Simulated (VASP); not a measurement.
Set up this calculation in VASP 6.6.1, as the native input.

- Task: G0W0 quasiparticle levels
- Functional: PBE
- Potentials or basis: VASP PAW PBE potentials, release 64 (Mg_GW, S_GW)
- Cutoff: 500 eV
- k mesh: 4 × 4 × 4
- Occupations: gaussian, width 0.01 eV
- Spin: no spin polarisation
- Dipole correction: no
- GW scheme: G0W0
- GW iterations: 1
- Cutoff of the response function: 140
- Frequency points: 96
- Empty bands: 132
- Further INCAR settings: ALGO = EVGW0; EDIFF = 1e-08; NBANDS = 136

The system is MgS.

```xyz
2
Lattice="0.0000 2.6015 2.6015 2.6015 0.0000 2.6015 2.6015 2.6015 0.0000" Properties=species:S:1:pos:R:3 pbc="T T T"
Mg    0.0000    0.0000    0.0000
S     2.6015    2.6015    2.6015
```

One way to write it, as run:

POSCAR

```
MgS
1.0
    0.0000000000      2.6015179362      2.6015179362
    2.6015179362      0.0000000000      2.6015179362
    2.6015179362      2.6015179362      0.0000000000
Mg S
1 1
Direct
    0.0000000000      0.0000000000      0.0000000000
    0.5000000000      0.5000000000      0.5000000000
```

INCAR.step1

```
SYSTEM = MgS
  ALGO = Normal
  EDIFF = 1E-8
  ENCUT = 500
  GGA = PE
  ISMEAR = 0
  LASPH = .True.
  LCHARG = .False.
  LREAL = .False.
  LWAVE = .True.
  NELM = 60
  PREC = Accurate
  SIGMA = 0.01
```

INCAR.step2

```
SYSTEM = MgS
  ALGO = Exact
  EDIFF = 1E-8
  ENCUT = 500
  GGA = PE
  ISMEAR = 0
  ISTART = 1
  LASPH = .True.
  LCHARG = .False.
  LOPTICS = .True.
  LREAL = .False.
  LWAVE = .True.
  NBANDS = 136
  NELM = 1
  PREC = Accurate
  SIGMA = 0.01
```

INCAR.step3

```
SYSTEM = MgS
  ALGO = EVGW0
  EDIFF = 1E-8
  ENCUT = 500
  ENCUTGW = 140.0
  GGA = PE
  ISMEAR = 0
  ISTART = 1
  LASPH = .True.
  LCHARG = .False.
  LREAL = .False.
  LWAVE = .False.
  NBANDS = 136
  NBANDSGW = 12
  NELMGW = 1
  NOMEGA = 96
  OMEGAMAX = 20
  PREC = Accurate
  PRECFOCK = Fast
  SIGMA = 0.01
```

KPOINTS

```
k-points
0
Gamma
  4 4 4
  0 0 0
```

Potentials or basis: VASP PAW PBE potentials, release 64 (Mg_GW, S_GW).

Command:

```console
$ cat potpaw_PBE.64/Mg_GW/POTCAR potpaw_PBE.64/S_GW/POTCAR > POTCAR
$ cp INCAR.step1 INCAR
$ mpirun -np 1 vasp_std > vasp.out
$ cp INCAR.step2 INCAR
$ mpirun -np 1 vasp_std > vasp.out
$ cp INCAR.step3 INCAR
$ mpirun -np 1 vasp_std > vasp.out
```

It gave:

```yaml
Quasiparticle_gap: 4.25 eV
Least_direct_quasiparticle_gap: 5.18 eV
Band_gap_of_the_starting_levels_on_the_mesh: 2.75 eV
Least_direct_gap_of_the_starting_levels_on_the_mesh: 3.70 eV
```

Caveat: the k points lie up to 0.52 Å⁻¹ apart; bands, screening cutoff and mesh are small and nothing is extrapolated, so the quasiparticle values aren't converged.

Wall time 86 s on 1 thread of Intel(R) Xeon(R) Platinum 8559C (Emerald Rapids) (shared host), peak memory 0.33 GiB.
